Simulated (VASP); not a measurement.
# Ir (Fm-3m) in VASP: further runs, part 2 of 2

VASP 6.6.1. The steps go on from the part before.

### 3 Relaxation of cell and atoms, revPBE+D3(BJ)

This run uses another cell than the first one, of 14.06 Å³/atom, 1.008 times its volume.

INCAR reads:

```
ALGO     = Normal         # electronic algorithm
EDIFF    = 1E-6           # SCF threshold, eV
EDIFFG   = -0.01          # ionic threshold
ENCUT    = 600            # plane-wave cutoff, eV
GGA      = RE             # functional
IBRION   = 2              # ionic algorithm
ISIF     = 3              # what is computed and relaxed
ISMEAR   = -1             # smearing method
IVDW     = 12             # dispersion correction
LASPH    = T              # aspherical terms in the spheres
LCHARG   = F              # write CHGCAR
LREAL    = F              # projectors in reciprocal space
LWAVE    = F              # write WAVECAR
NELM     = 60             # most SCF steps
NSW      = 80             # ionic steps
PREC     = Accurate       # precision mode
SIGMA    = 0.05           # smearing width, eV
```

KPOINTS reads:

```
k-points
0
Gamma
  12 12 12
```

POSCAR reads:

```
Ir
1.0
    0.0000000000      1.9156000000      1.9156000000
    1.9156000000      0.0000000000      1.9156000000
    1.9156000000      1.9156000000      0.0000000000
Ir
1
Direct
    0.0000000000      0.0000000000      0.0000000000
```

Potentials or basis: VASP PAW PBE potentials, release 64 (Ir).

Run with:

```bash
> cat potpaw_PBE.64/Ir/POTCAR > POTCAR
> mpirun -np 1 vasp_std > vasp.out
```

OUTCAR:

```text
EDIFF = 1E-6
   EDIFFG = -0.01
   ENCUT = 600
   GGA = RE
   IBRION = 2
   ISIF = 3
   ISMEAR = -1
   IVDW = 12
   LASPH = T
   LREAL = F
   NELM = 60
   NSW = 80
   PREC = Accurate
 IVDW          = 12

 ion  position               nearest neighbor table
   1  0.000  0.000  0.000-

  LATTYP: Found a face centered cubic cell.
 ALAT       =     3.8312000000

  Lattice vectors:

 A1 = (   0.0000000000,   1.9156000000,   1.9156000000)
 A2 = (   1.9156000000,   0.0000000000,   1.9156000000)
 A3 = (   1.9156000000,   1.9156000000,   0.0000000000)

Analysis of symmetry for initial positions (statically):
[... 5 lines left out ...]
 face centered cubic supercell.

 Subroutine GETGRP returns: Found 48 space group operations
 (whereof 48 operations were pure point group operations)
 out of a pool of 48 trial point group operations.

The static configuration has the point symmetry O_h .

Analysis of symmetry for dynamics (positions and initial velocities):
[... 5 lines left out ...]
 face centered cubic supercell.

 Subroutine GETGRP returns: Found 48 space group operations
 (whereof 48 operations were pure point group operations)
 out of a pool of 48 trial point group operations.

The dynamic configuration has the point symmetry O_h .

 Subroutine INISYM returns: Found 48 space group operations
 (whereof 48 operations are pure point group operations),
 and found     1 'primitive' translations

[... 129 lines left out ...]
   NGX = 11   NGY = 11   NGZ = 11

--------------------------------------- Ionic step        1  -------------------------------------------

 number of electron       9.0000000 magnetization

 Free energy of the ion-electron system (eV)
  ---------------------------------------------------
  ext. energy  EPLUGINS =         0.00000000
  ---------------------------------------------------
  free energy    TOTEN  =        -8.31357470 eV

  energy without entropy =       -8.30885783  energy(sigma->0) =       -8.31121626

------------------------ aborting loop because EDIFF is reached ----------------------------------------

 Edisp (eV)   -1.38895

 E8    (eV) :    -1.0013
[... 69 lines left out ...]
--------------------------------------- Ionic step        3  -------------------------------------------

 number of electron       9.0000000 magnetization

 Free energy of the ion-electron system (eV)
  ---------------------------------------------------
  ext. energy  EPLUGINS =         0.00000000
  ---------------------------------------------------
  free energy    TOTEN  =        -8.30744645 eV

  energy without entropy =       -8.30276739  energy(sigma->0) =       -8.30510692

 E-fermi :  10.6779     XC(G=0): -14.0262

 val. band max:       10.6777676917   @ k =  -0.2500   0.0833   0.0000
 cond. band min:      10.8152629178   @ k =   0.3333   0.1667   0.0833
 fundamental gap:      0.1374952261
 Fermi energy:        10.6778781940

 k-point     1 :       0.0000    0.0000    0.0000
  band No.  band energies     occupation
      1      -0.5733      2.00000
      2       6.6995      2.00000
      3       6.6995      2.00000
      4       6.6995      2.00000
      5       9.4245      2.00000
      6       9.4245      2.00000
      7      24.9308      0.00000
      8      30.5908      0.00000
[... 243 lines left out ...]
 k-point    24 :      -0.4167    0.1667    0.0000
  band No.  band energies     occupation
      1       3.3948      2.00000
      2       5.8134      2.00000
      3       7.4245      2.00000
      4       7.6153      2.00000
      5      11.1038      0.00040
      6      14.4676      0.00000
      7      18.0059      0.00000
      8      25.9892      0.00000

 [... further k-points ...]

------------------------ aborting loop because EDIFF is reached ----------------------------------------

 Edisp (eV)   -1.39541

 E8    (eV) :    -1.0060
[... 24 lines left out ...]
  FREE ENERGIE OF THE ION-ELECTRON SYSTEM (eV)
  ---------------------------------------------------
  free  energy   TOTEN  =        -9.7028596879 eV

  energy  without entropy=       -9.6981806283  energy(sigma->0) =       -9.70052016

 reached required accuracy - stopping structural energy minimisation
```

OSZICAR:

```text
N       E                     dE             d eps       ncg     rms          rms(c)
DAV:   1     0.500227161432E+02    0.50023E+02   -0.49287E+03  1152   0.116E+03
DAV:   2    -0.810634248353E+01   -0.58129E+02   -0.56157E+02  1160   0.219E+02
DAV:   3    -0.883694766983E+01   -0.73061E+00   -0.72954E+00  1736   0.334E+01
[... 21 lines left out ...]
DAV:   2    -0.830896422114E+01    0.12480E-01   -0.30999E-02  1264   0.246E+00    0.441E-01
DAV:   3    -0.830744294101E+01    0.15213E-02   -0.67966E-03  1368   0.105E+00    0.130E-01
DAV:   4    -0.830744335909E+01   -0.41809E-06   -0.13152E-04  1528   0.135E-01    0.160E-02
DAV:   5    -0.830744593437E+01   -0.25753E-05   -0.42502E-06  1520   0.140E-02    0.410E-03
DAV:   6    -0.830744644981E+01   -0.51544E-06   -0.12144E-07   688   0.321E-03
   3 F= -.97028597E+01 E0= -.97005202E+01  d E =-.338637E-03
```

CONTCAR:

```text
Ir
   1.00000000000000
    -0.0000000000000000    1.9127652554976735    1.9127652554976735
     1.9127652554976735    0.0000000000000000    1.9127652554976735
     1.9127652554976735    1.9127652554976735    0.0000000000000000
  Ir
     1
Direct
     0.0000000000000000    0.0000000000000000    0.0000000000000000

  0.00000000E+00  0.00000000E+00  0.00000000E+00
```

Run time: 22 s. Hardware: 1 thread of Intel Xeon 6975P-C, shared host; peak memory 0.16 GiB.

Results:

```
Free energy                            : -9.7029 eV
Relaxed volume                         : 14.00 Å³/atom
Relaxed cell                           : a = 2.705 Å, b = 2.705 Å, c = 2.705 Å, α = 60.00°, β = 60.00°, γ = 60.00°
Space group after relaxing (to 0.05 Å) : Fm-3m (No. 225)
Energy gained by relaxing              : 0.3 meV/atom
Ionic steps                            : 3
Pressure after relaxing                : 0.0 GPa
Dispersion energy per atom             : -1.395 eV
```

Step by step:
```tsv
step	energy change (eV)	largest force (eV/Å)	pressure (GPa)	volume (Å³)
1	0.0000	0.0000	-1.70	14.06
2	0.0048	0.0000	7.00	13.76
3	-0.0003	0.0000	0.01	14.00
```

Final structure:
```
Ir
1.0
     0.00000    1.91277    1.91277
     1.91277    0.00000    1.91277
     1.91277    1.91277    0.00000
Ir
1
Cartesian
  0.0000 0.0000 0.0000
```

Levels at points of the mesh, in eV from the Fermi level:
| k point | band 1 | band 2 | band 3 | band 4 | band 5 | band 6 | band 7 | band 8 |
| --- | --- | --- | --- | --- | --- | --- | --- | --- |
| (0.00, 0.00, 0.00) | -11.25 | -3.98 | -3.98 | -3.98 | -1.25 | -1.25 | 14.25 | 19.91 |
| (0.50, 0.00, 0.00) | -8.24 | -4.09 | -4.09 | -0.82 | 0.88 | 0.88 | 7.36 | 13.80 |
| (0.50, 0.50, 0.00) | -8.07 | -7.49 | 0.84 | 1.47 | 1.47 | 1.67 | 10.65 | 11.73 |

Caveat: the PAW data sets were made with another functional, which shifts forces and pressure a little; spin-orbit coupling is left out, which moves the levels of the heavy elements; pairwise dispersion overbinds metals, which lowers pressure and volume.

### 4 Relaxation of cell and atoms, RPBE+D4

This run uses another cell than the first one, of 14.06 Å³/atom, 1.008 times its volume.

INCAR reads:

```
SYSTEM = Ir
PREC = Accurate ; ENCUT = 600
EDIFF = 1E-7 ; ISMEAR = -1
SIGMA = 0.05 ; LREAL = .False.
LASPH = .True. ; NELM = 100
ALGO = Normal ; ISIF = 3
LWAVE = .False. ; LCHARG = .False.
GGA = RP ; IVDW = 13
IBRION = 2 ; NSW = 80
EDIFFG = -0.02
```

KPOINTS reads:

```
regular mesh
0
Gamma
  12 12 12
  0 0 0
```

POSCAR is that of step 3.

Run with:

```bash
> cat potpaw_PBE.64/Ir/POTCAR > POTCAR
> mpirun -np 1 vasp_std > vasp.out
```

Run time: 28 s. Hardware: 1 thread of Intel Xeon 6975P-C, shared host; peak memory 0.16 GiB.

Results (log left out):

```yaml
Free_energy: -9.9213 eV
Relaxed_volume: 13.97 Å³/atom
Relaxed_cell: a = 2.703 Å, b = 2.703 Å, c = 2.703 Å, α = 60.00°, β = 60.00°, γ = 60.00°
Space_group_after_relaxing_to_0.05_Å: Fm-3m (No. 225)
Energy_gained_by_relaxing: 0.7 meV/atom
Ionic_steps: 3
Pressure_after_relaxing: 0.0 GPa
Dispersion_energy_per_atom: -1.751 eV
```

The path:
```
step  energy change (eV)  largest force (eV/Å)  pressure (GPa)  volume (Å³)
   1              0.0000                0.0000           -2.46        14.06
   2              0.0102                0.0000           10.44        13.62
   3             -0.0007                0.0000            0.00        13.97
```

Final structure:
```
Ir
1.0
     0.00000    1.91152    1.91152
     1.91152    0.00000    1.91152
     1.91152    1.91152    0.00000
Ir
1
Direct
  0.00000 0.00000 0.00000
```

Levels at points of the mesh, in eV from the Fermi level:
| k point | band 2 | band 3 | band 4 | band 5 | band 6 | band 7 |
| --- | --- | --- | --- | --- | --- | --- |
| (0.00, 0.00, 0.00) | -3.99 | -3.99 | -3.99 | -1.26 | -1.26 | 14.24 |
| (0.50, 0.00, 0.00) | -4.10 | -4.10 | -0.82 | 0.88 | 0.88 | 7.39 |
| (0.50, 0.50, 0.00) | -7.51 | 0.84 | 1.48 | 1.48 | 1.68 | 10.69 |

Caveat: the PAW data sets were made with another functional, which shifts forces and pressure a little; spin-orbit coupling is left out, which moves the levels of the heavy elements; pairwise dispersion overbinds metals, which lowers pressure and volume.

### 5 Single point, LDA

This run uses another cell than the first one, of 13.82 Å³/atom, 0.991 times its volume.

INCAR reads:

```
ALGO = Normal ; EDIFF = 1E-6
ENCUT = 500 ; GGA = CA
GGA_COMPAT = F ; ISIF = 2
ISMEAR = -1 ; LASPH = T
LCHARG = F ; LREAL = F
LWAVE = F ; NBANDS = 14
NELM = 120 ; PREC = Accurate
SIGMA = 0.05
```

KPOINTS reads:

```
k-points
0
Gamma
  12 12 12
```

POSCAR reads:

```
Ir
1.0
    0.0000000000      1.9048090381      1.9048090381
    1.9048090381      0.0000000000      1.9048090381
    1.9048090381      1.9048090381      0.0000000000
Ir
1
Direct
    0.0000000000      0.0000000000      0.0000000000
```

Potentials or basis: VASP PAW LDA potentials, release 64 (Ir_sv_GW).

Run with:

```bash
> cat potpaw_LDA.64/Ir_sv_GW/POTCAR > POTCAR
> mpirun -np 1 vasp_std > vasp.out
```

It took 12 s on 1 thread of AMD EPYC 7R13 (Zen 3), shared host; peak memory 0.1 GiB.

Results (log left out):

```
Free energy : -10.9224 eV
Pressure    : -1.7 GPa
```

Levels at points of the mesh, in eV from the Fermi level:
```
           k point  band 6  band 7  band 8  band 9  band 10  band 11
(0.00, 0.00, 0.00)   -4.09   -4.09   -4.09   -1.27    -1.27    13.54
(0.50, 0.00, 0.00)   -4.19   -4.19   -0.79    0.91     0.91     7.50
(0.50, 0.50, 0.00)   -7.65    0.89    1.51    1.51     1.71    10.84
```

Caveat: spin-orbit coupling is left out, which moves the levels of the heavy elements.

### 6 Single point, PBEsol

This run uses another cell than the first one, of 13.86 Å³/atom, 0.994 times its volume.

INCAR reads:

```
ALGO = Normal
EDIFF = 1E-6
ENCUT = 500
GGA = PS
GGA_COMPAT = False
ISIF = 2
ISMEAR = -1
LASPH = True
LCHARG = False
LREAL = False
LWAVE = False
NBANDS = 14
NELM = 120
PREC = Accurate
SIGMA = 0.05
```

KPOINTS is that of step 5.

POSCAR reads:

```
Ir
1.0
    0.0000000000      1.9064845882      1.9064845882
    1.9064845882      0.0000000000      1.9064845882
    1.9064845882      1.9064845882      0.0000000000
Ir
1
Direct
    0.0000000000      0.0000000000      0.0000000000
```

Potentials or basis: VASP PAW PBE potentials, release 64 (Ir_sv_GW).

Run with:

```bash
> cat potpaw_PBE.64/Ir_sv_GW/POTCAR > POTCAR
> mpirun -np 1 vasp_std > vasp.out
```

Wall time 15 s (1 thread of Intel Xeon Platinum 8488C (Sapphire Rapids), shared host); peak memory 0.13 GiB.

The run converged. Its results:

* Free energy: -10.4135 eV
* Pressure: 1.7 GPa

Levels at points of the mesh, in eV from the Fermi level:
| k point | band 4 | band 5 | band 6 | band 7 | band 8 | band 9 | band 10 | band 11 | band 12 | band 13 |
| --- | --- | --- | --- | --- | --- | --- | --- | --- | --- | --- |
| (0.00, 0.00, 0.00) | -49.49 | -11.43 | -4.06 | -4.06 | -4.06 | -1.26 | -1.26 | 13.49 | 19.11 | 19.11 |
| (0.50, 0.00, 0.00) | -49.61 | -8.39 | -4.17 | -4.17 | -0.89 | 0.91 | 0.91 | 7.43 | 13.15 | 19.18 |
| (0.50, 0.50, 0.00) | -49.80 | -8.21 | -7.62 | 0.89 | 1.51 | 1.51 | 1.61 | 10.74 | 11.49 | 11.49 |

Caveat: the PAW data sets were made with another functional, which shifts forces and pressure a little; spin-orbit coupling is left out, which moves the levels of the heavy elements.

### 7 Summary

```csv
task,level,potentials or basis,cell,cutoff (eV),second run,gap on the mesh (eV),pressure (GPa),relaxed volume (Å³/atom)
single point,RPBE+D4,"VASP PAW PBE potentials, release 64 (Ir)","a = 2.702 Å, angles 60.0°, 1 atom",520,-,none,0.6,-
relaxation of cell and atoms,revPBE+D3(BJ),"VASP PAW PBE potentials, release 64 (Ir)","relaxed from a = 2.709 Å, angles 60.0°, 1 atom",600,-,none,0.0,14.00
relaxation of cell and atoms,RPBE+D4,"VASP PAW PBE potentials, release 64 (Ir)","relaxed from a = 2.709 Å, angles 60.0°, 1 atom",600,-,none,0.0,13.97
single point,LDA,"VASP PAW LDA potentials, release 64 (Ir_sv_GW)","a = 2.694 Å, angles 60.0°, 1 atom",500,valence_matched,none,-1.7,-
single point,PBEsol,"VASP PAW PBE potentials, release 64 (Ir_sv_GW)","a = 2.696 Å, angles 60.0°, 1 atom",500,valence_matched,none,1.7,-
```

Alike in all rows: no spin polarisation; k mesh 12 × 12 × 12; smearing fermi-dirac 0.05 eV.

Caveats: spin-orbit coupling is left out, which moves the levels of the heavy elements; the PAW data sets were made with another functional, which shifts forces and pressure a little (some runs); pairwise dispersion overbinds metals, which lowers pressure and volume (some runs).

Total energies depend on the potentials used, so only differences within one code and one set of settings carry meaning.
